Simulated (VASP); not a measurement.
Write the native input for VASP 6.6.1 that does the following.

| Item | Value |
| --- | --- |
| Task | single point |
| Functional | PBE |
| Potentials or basis | VASP PAW PBE potentials, release 64 (Te) |
| Cutoff | 520 eV |
| k mesh | 6 × 6 × 4 |
| Occupations | gaussian, width 0.05 eV |
| Spin | no spin polarisation |
| Dipole correction | no |
| Further INCAR settings | ALGO = Normal; EDIFF = 1e-06; NBANDS = 16 |

The structure of Te lies in POSCAR:

```
Te
1.0
    4.5303408368      0.0000000000      0.0000000000
   -2.2651704184      3.9233902525      0.0000000000
    0.0000000000      0.0000000000      5.9556746933
Te
3
Direct
    0.2664973781      0.0000000000      0.8333333333
    0.0000000000      0.2664973781      0.1666666667
    0.7335026219      0.7335026219      0.5000000000
```

These files were run (other wordings do the same):

INCAR

```
SYSTEM = Te
ALGO     = Normal         ! electronic algorithm
EDIFF    = 1E-6           ! SCF threshold, eV
ENCUT    = 520            ! plane-wave cutoff, eV
GGA      = PE             ! functional
ISIF     = 2              ! what is computed and relaxed
ISMEAR   = 0              ! smearing method
LASPH    = .TRUE.         ! aspherical terms in the spheres
LCHARG   = .TRUE.         ! write CHGCAR
LELF     = .TRUE.         ! ELF
LREAL    = .FALSE.        ! projectors in reciprocal space
LVHAR    = .TRUE.       
LWAVE    = .FALSE.        ! write WAVECAR
NBANDS   = 16             ! bands
NELM     = 80             ! most SCF steps
PREC     = Accurate       ! precision mode
SIGMA    = 0.05           ! smearing width, eV
```

KPOINTS

```
k-points
0
G
  6 6 4
  0 0 0
```

Potentials or basis: VASP PAW PBE potentials, release 64 (Te).

Run with:

```bash
$ cat potpaw_PBE.64/Te/POTCAR > POTCAR
$ mpirun -np 1 vasp_std > vasp.out
```

It gave:

```
Pressure               : 0.0 GPa
Largest force          : 0.021 eV/Å
Band gap on the k mesh : 0.23 eV, direct
```

Caveat: spin-orbit coupling is left out, which moves the levels of the heavy elements.

It took 30 s on 1 thread of Intel(R) Xeon(R) Platinum 8488C (Sapphire Rapids) (shared host), peak memory 0.23 GiB.
